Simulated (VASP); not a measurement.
# ReP (P6_3/mmc) in VASP: a series of runs

The runs below take ReP through relaxation of shape and atoms at fixed volume, with PBE.

Program: VASP 6.6.1. These are calculated values, not measurements. Logs are shortened: lines on timing, memory, paths and dates and some standing lists are left out, and cuts for length are marked.

## Step 1: The cell of the first run

It takes space group P6_3/mmc (No. 194, hexagonal). Conventional cell: a = 3.773 Å, b = 3.773 Å, c = 5.114 Å, α = 90.00°, β = 90.00°, γ = 120.00°. Within 3.3 Å of Re (site symmetry -3m) lie 6 P at 2.53 Å and 2 Re at 2.56 Å. P (site symmetry -6m2) has 6 Re at 2.53 Å and 6 P at 3.36 Å within 3.4 Å.

## Step 2: Relaxation of shape and atoms at fixed volume, PBE (15.77 Å³/atom)

INCAR reads:

```
SYSTEM = ReP
  ALGO = Normal
  EDIFF = 1E-6
  EDIFFG = -0.01
  ENCUT = 600
  GGA = PE
  IBRION = 2
  ISIF = 4
  ISMEAR = 0
  LASPH = .True.
  LCHARG = .False.
  LREAL = .False.
  LWAVE = .False.
  NELM = 100
  NSW = 60
  PREC = Accurate
  SIGMA = 0.05
```

KPOINTS reads:

```
k-points
0
Gamma
  10 10 8
  0 0 0
```

POSCAR reads:

```
ReP
1.0
    3.7734928822      0.0000000000      0.0000000000
   -1.8867464411      3.2679406970      0.0000000000
    0.0000000000      0.0000000000      5.1138371385
Re P
2 2
Direct
    0.0000000000      0.0000000000      0.0000000000
    0.0000000000      0.0000000000      0.5000000000
    0.3333333333      0.6666666667      0.2500000000
    0.6666666667      0.3333333333      0.7500000000
```

Potentials or basis: VASP PAW PBE potentials, release 64 (Re, P).

Command:

```
cat potpaw_PBE.64/Re/POTCAR potpaw_PBE.64/P/POTCAR > POTCAR
mpirun -np 1 vasp_std > vasp.out
```

OUTCAR:

```text
SYSTEM = ReP
   EDIFF = 1E-6
   EDIFFG = -0.01
   ENCUT = 600
   GGA = PE
   IBRION = 2
   ISIF = 4
   ISMEAR = 0
   LASPH = .True.
   LREAL = .False.
   NELM = 100
   NSW = 60
   PREC = Accurate

 ion  position               nearest neighbor table
   1  0.000  0.000  0.000-   3 2.53   4 2.53   4 2.53   3 2.53   4 2.53   3 2.53   2 2.56   2 2.56

   2  0.000  0.000  0.500-   3 2.53   4 2.53   4 2.53   3 2.53   4 2.53   3 2.53   1 2.56   1 2.56

   3  0.333  0.667  0.250-   1 2.53   2 2.53   1 2.53   2 2.53   1 2.53   2 2.53
   4  0.667  0.333  0.750-   1 2.53   2 2.53   1 2.53   2 2.53   1 2.53   2 2.53

  LATTYP: Found a hexagonal cell.
 ALAT       =     3.7734928822
 C/A-ratio  =     1.3551998899

  Lattice vectors:

 A1 = (   3.7734928822,   0.0000000000,   0.0000000000)
 A2 = (  -1.8867464411,   3.2679406970,   0.0000000000)
 A3 = (   0.0000000000,   0.0000000000,   5.1138371385)

Analysis of symmetry for initial positions (statically):
=====================================================================
 Subroutine PRICEL returns:
 Original cell was already a primitive cell.

 Routine SETGRP: Setting up the symmetry group for a
 hexagonal supercell.

 Subroutine GETGRP returns: Found 24 space group operations
 (whereof 12 operations were pure point group operations)
 out of a pool of 24 trial point group operations.

The static configuration has the point symmetry D_3d.
 The point group associated with its full space group is D_6h.

Analysis of symmetry for dynamics (positions and initial velocities):
=====================================================================
 Subroutine PRICEL returns:
 Original cell was already a primitive cell.

 Routine SETGRP: Setting up the symmetry group for a
 hexagonal supercell.

 Subroutine GETGRP returns: Found 24 space group operations
 (whereof 12 operations were pure point group operations)
 out of a pool of 24 trial point group operations.

The dynamic configuration has the point symmetry D_3d.
 The point group associated with its full space group is D_6h.

 Subroutine INISYM returns: Found 24 space group operations
 (whereof 12 operations are pure point group operations),
 and found     1 'primitive' translations

----------------------------------------------------------------------------------------

                                     Primitive cell

  volume of cell :      63.0615

  direct lattice vectors                    reciprocal lattice vectors
     3.773492882  0.000000000  0.000000000     0.265006463  0.153001552  0.000000000
    -1.886746441  3.267940697  0.000000000     0.000000000  0.306003105  0.000000000
     0.000000000  0.000000000  5.113837139     0.000000000  0.000000000  0.195547878

  length of vectors
     3.773492882  3.773492882  5.113837139     0.306003105  0.306003105  0.195547878

  position of ions in fractional coordinates (direct lattice)
     0.000000000  0.000000000  0.000000000
     0.000000000  0.000000000  0.500000000
     0.333333333  0.666666667  0.250000000
     0.666666667  0.333333333  0.750000000

  ion indices of the primitive-cell ions
   primitive index   ion index
                 1           1
                 2           2
                 3           3
                 4           4

----------------------------------------------------------------------------------------

 KPOINTS: k-points

Automatic generation of k-mesh.
 Grid dimensions read from file:
 generate k-points for:   10   10    8

 Generating k-lattice:

  Cartesian coordinates                     Fractional coordinates (reciprocal lattice)
     0.026500646  0.015300155  0.000000000     0.100000000  0.000000000  0.000000000
     0.000000000  0.030600310  0.000000000     0.000000000  0.100000000  0.000000000
     0.000000000  0.000000000  0.024443485     0.000000000  0.000000000  0.125000000

  Length of vectors
     0.030600310  0.030600310  0.024443485

  Shift w.r.t. Gamma in fractional coordinates (k-lattice)
     0.000000000  0.000000000  0.000000000

 Subroutine IBZKPT returns following result:
 ===========================================

 Found     70 irreducible k-points:

 Following reciprocal coordinates:
            Coordinates               Weight
  0.000000  0.000000  0.000000      1.000000
  0.100000 -0.000000  0.000000      6.000000
  0.200000 -0.000000  0.000000      6.000000
  0.300000  0.000000  0.000000      6.000000
  0.400000  0.000000  0.000000      6.000000
  0.500000  0.000000  0.000000      3.000000
[... 16 lines left out ...]
  0.300000  0.100000  0.125000     24.000000
  0.400000  0.100000  0.125000     24.000000
 [... further k-points ...]
   k-points           NKPTS =     70   k-points in BZ     NKDIM =     70   number of bands    NBANDS=     16
   number of dos      NEDOS =    301   number of ions     NIONS =      4
   total plane-waves  NPLWV =  37800
   dimension x,y,z NGX =    30 NGY =   30 NGZ =   42
   dimension x,y,z NGXF=    60 NGYF=   60 NGZF=   84
   ions per type =               2   2
   NGX,Y,Z   is equivalent  to a cutoff of  13.22, 13.22, 13.65 a.u.
   NGXF,Y,Z  is equivalent  to a cutoff of  26.43, 26.43, 27.31 a.u.
 SYSTEM =  ReP
   PREC   = accura    normal or accurate (medium, high low for compatibility)
   ISTART =      0    job   : 0-new  1-cont  2-samecut
   ICHARG =      2    charge: 1-file 2-atom 10-const
   ISPIN  =      1    spin polarized calculation?
   LNONCOLLINEAR =      F non collinear calculations
   LSORBIT =      F    spin-orbit coupling
   LASPH  =      T    aspherical Exc in radial PAW
   ENCUT  =  600.0 eV  44.10 Ry    6.64 a.u.   7.54  7.54 10.21*2*pi/ulx,y,z
   NELM   =    100;   NELMIN=  2; NELMDL= -5     # of ELM steps
   EDIFF  = 0.1E-05   stopping-criterion for ELM
   LREAL  =      F    real-space projection
   EDIFFG = -.1E-01   stopping-criterion for IOM
   NSW    =     60    number of steps for IOM
   IBRION =      2    ionic relax: 0-MD 1-quasi-New 2-CG
   NFREE  =      1    steps in history (QN), initial steepest desc. (CG)
   ISIF   =      4    stress and relaxation
   ISYM   =      2    0-nonsym 1-usesym 2-fastsym
   POTIM  = 0.5000    time-step for ionic-motion
   TEBEG  =    0.0;   TEEND  =   0.0 temperature during run
   PSTRESS=    0.0 pullay stress
   NELECT =      24.0000    total number of electrons
   NUPDOWN=      -1.0000    fix difference up-down
   EMIN   =  10.00;   EMAX   =-10.00  energy-range for DOS
   EFERMI =   0.00;   METHOD = LEGACY
   ISMEAR =     0;   SIGMA  =   0.05  broadening in eV -4-tet -1-fermi 0-gaus
   EFERMI_NEDOS =   21; number of points for ismear=-14 and -15
   IALGO  =     38    algorithm
   IMIX   =      4    mixing-type and parameters
     AMIX     =   0.40;   BMIX     =  1.00
     AMIX_MAG =   1.60;   BMIX_MAG =  1.00
  volume/ion in A,a.u.               =      15.77       106.39
  Fermi-wavevector in a.u.,A,eV,Ry     =   1.186380  2.241933 19.150157  1.407497
  Thomas-Fermi vector in A             =   2.322554
   LORBIT       =      0    0 simple, 1 ext, 2 COOP (PROOUT), +10 PAW based schemes
   GGA     = PE    functional components
   LHFCALC =     F    Hartree Fock is set to
   AEXX    =    0.0000 exact exchange contribution
   IVDW    =     0    specifies the selected vdW correction
   LEPSILON=     F    determine dielectric tensor
   LRPA    =     F    only Hartree local field effects (RPA)
 conjugate gradient relaxation of ions
 non-spin polarized calculation
 Gauss-broadening in eV      SIGMA  =   0.05
  energy-cutoff  :      600.00
  volume of cell :       63.06
 maximum number of plane-waves:      2131
   NGX = 15   NGY = 15   NGZ = 21

--------------------------------------- Ionic step        1  -------------------------------------------

 number of electron      24.0000001 magnetization

 Free energy of the ion-electron system (eV)
  ---------------------------------------------------
  ext. energy  EPLUGINS =         0.00000000
  ---------------------------------------------------
  free energy    TOTEN  =       -35.26846303 eV

  energy without entropy =      -35.26391169  energy(sigma->0) =      -35.26618736

------------------------ aborting loop because EDIFF is reached ----------------------------------------

  FORCE on cell =-STRESS in cart. coord.  units (eV):
  Direction    XX          YY          ZZ          XY          YZ          ZX
  --------------------------------------------------------------------------------------
  -------------------------------------------------------------------------------------
  Total       -1.3212826     -1.3212826     -2.1338816      0.0000000     -0.0000000      0.0000000
  in kB      -33.5692548    -33.5692548    -54.2146065      0.0000000     -0.0000000      0.0000000
  external PRESSURE =     -40.4510387 kB  Pullay stress =       0.0000000 kB

 VOLUME and BASIS-vectors are now :
 -----------------------------------------------------------------------------
  energy-cutoff  :      600.00
  volume of cell :       63.06
      direct lattice vectors                 reciprocal lattice vectors
     3.773492882  0.000000000  0.000000000     0.265006463  0.153001552  0.000000000
    -1.886746441  3.267940697  0.000000000     0.000000000  0.306003105  0.000000000
     0.000000000  0.000000000  5.113837139     0.000000000  0.000000000  0.195547878

 POSITION                                       TOTAL-FORCE (eV/Angst)
 -----------------------------------------------------------------------------------
      0.00000      0.00000      0.00000        -0.000000     -0.000000     -0.000000
      0.00000      0.00000      2.55692        -0.000000     -0.000000     -0.000000
     -0.00000      2.17863      1.27846        -0.000000      0.000000     -0.000000
      1.88675      1.08931      3.83538         0.000000     -0.000000      0.000000
 -----------------------------------------------------------------------------------
    total drift:                               -0.000000      0.000000     -0.000000

  FREE ENERGIE OF THE ION-ELECTRON SYSTEM (eV)
  ---------------------------------------------------
  free  energy   TOTEN  =       -35.2684630277 eV

  energy  without entropy=      -35.2639116857  energy(sigma->0) =      -35.26618736

--------------------------------------- Ionic step        2  -------------------------------------------

 number of electron      23.9999999 magnetization

 Free energy of the ion-electron system (eV)
  ---------------------------------------------------
  ext. energy  EPLUGINS =         0.00000000
  ---------------------------------------------------
  free energy    TOTEN  =       -35.27104369 eV

  energy without entropy =      -35.26705903  energy(sigma->0) =      -35.26905136

 E-fermi :   7.9215     XC(G=0): -12.0122

 val. band max:        7.9213982028   @ k =   0.4000   0.2000   0.1250
 cond. band min:       7.9450197033   @ k =   0.5000   0.0000   0.3750
 fundamental gap:      0.0236215004
 Fermi energy:         7.9215205832

 k-point     1 :       0.0000    0.0000    0.0000
  band No.  band energies     occupation
      1      -5.8445      2.00000
      2      -1.8855      2.00000
      3       0.7994      2.00000
      4       1.9062      2.00000
      5       1.9062      2.00000
      6       2.6582      2.00000
[... 8 lines left out ...]
     15       9.7332      0.00000
     16      10.7330      0.00000

 k-point     2 :       0.1000   -0.0000    0.0000
  band No.  band energies     occupation
      1      -5.7029      2.00000
      2      -2.0654      2.00000
      3       0.9701      2.00000
      4       1.9494      2.00000
      5       2.1770      2.00000
      6       2.6076      2.00000
[... 8 lines left out ...]
     15       9.9549      0.00000
     16      11.0893      0.00000
[... 387 lines left out ...]
      5       2.3852      2.00000
      6       2.9754      2.00000
[... 8 lines left out ...]
     15       9.7425      0.00000
     16      10.5987      0.00000

 k-point    24 :       0.4000    0.1000    0.1250
  band No.  band energies     occupation
      1      -3.6901      2.00000
      2      -3.1276      2.00000
      3       0.3352      2.00000
      4       2.0102      2.00000
      5       2.7200      2.00000
      6       2.9505      2.00000
[... 8 lines left out ...]
     15       9.5387      0.00000
     16      10.6051      0.00000

 [... further k-points ...]

------------------------ aborting loop because EDIFF is reached ----------------------------------------

  FORCE on cell =-STRESS in cart. coord.  units (eV):
  Direction    XX          YY          ZZ          XY          YZ          ZX
  --------------------------------------------------------------------------------------
  -------------------------------------------------------------------------------------
  Total       -1.4167053     -1.4167053     -1.3583358      0.0000000      0.0000000      0.0000000
  in kB      -35.9936193    -35.9936193    -34.5106496      0.0000000      0.0000000      0.0000000
  external PRESSURE =     -35.4992961 kB  Pullay stress =       0.0000000 kB

 VOLUME and BASIS-vectors are now :
 -----------------------------------------------------------------------------
  energy-cutoff  :      600.00
  volume of cell :       63.06
      direct lattice vectors                 reciprocal lattice vectors
     3.785860725  0.000000000  0.000000000     0.264140726  0.152501719  0.000000000
    -1.892930363  3.278651563 -0.000000000    -0.000000000  0.305003438  0.000000000
     0.000000000 -0.000000000  5.080479426    -0.000000000  0.000000000  0.196831818

 POSITION                                       TOTAL-FORCE (eV/Angst)
 -----------------------------------------------------------------------------------
      1.89293      3.27865      5.08048        -0.000000     -0.000000     -0.000000
      1.89293      3.27865      2.54024        -0.000000      0.000000     -0.000000
     -0.00000      2.18577      1.27012        -0.000000     -0.000000     -0.000000
      1.89293      1.09288      3.81036         0.000000      0.000000      0.000000
 -----------------------------------------------------------------------------------
    total drift:                               -0.000000      0.000000     -0.000000

  FREE ENERGIE OF THE ION-ELECTRON SYSTEM (eV)
  ---------------------------------------------------
  free  energy   TOTEN  =       -35.2710436927 eV

  energy  without entropy=      -35.2670590342  energy(sigma->0) =      -35.26905136

 reached required accuracy - stopping structural energy minimisation
```

Run time: 92 s. Hardware: 1 thread of Intel Xeon 6975P-C (Granite Rapids), shared host; peak memory 0.24 GiB.

What came out:

```yaml
Free_energy: -35.2710 eV
Energy_gained_by_relaxing: 0.6 meV/atom
Ionic_steps: 2
Pressure_after_relaxing: -3.5 GPa
Band_gap_on_the_k_mesh: zero (bands 12 and 13 overlap by 1.06 eV)
```

Step by step:
```
step  energy change (eV)  largest force (eV/Å)  pressure (GPa)  volume (Å³)
   1              0.0000                0.0000           -4.05        63.06
   2             -0.0026                0.0000           -3.55        63.06
```

Final structure:
```
Re P
1.0
     3.78586    0.00000    0.00000
    -1.89293    3.27865    0.00000
     0.00000    0.00000    5.08048
Re P
2 2
Direct
  0.00000 0.00000 0.00000
  0.00000 0.00000 0.50000
  0.33333 0.66667 0.25000
  0.66667 0.33333 0.75000
```

Levels at points of the mesh, in eV from the Fermi level:
| k point | band 9 | band 10 | band 11 | band 12 | band 13 | band 14 | band 15 | band 16 |
| --- | --- | --- | --- | --- | --- | --- | --- | --- |
| (0.00, 0.00, 0.00) | -1.72 | -1.72 | -0.60 | -0.60 | 0.98 | 1.81 | 1.81 | 2.81 |
| (0.50, 0.00, 0.00) | -2.97 | -1.64 | -1.02 | -0.04 | 0.27 | 1.23 | 1.70 | 2.45 |
| (0.00, 0.00, 0.50) | -1.79 | -1.79 | -1.79 | -1.79 | -0.56 | -0.56 | 4.04 | 4.04 |
| (0.50, 0.00, 0.50) | -1.66 | -1.66 | -0.50 | -0.50 | -0.36 | -0.36 | 2.20 | 2.20 |

Caveat: spin-orbit coupling is left out, which moves the levels of the heavy elements.

[end of part 1 of 2]

The gap in the log of VASP goes by the Fermi energy; the results here count the filled bands.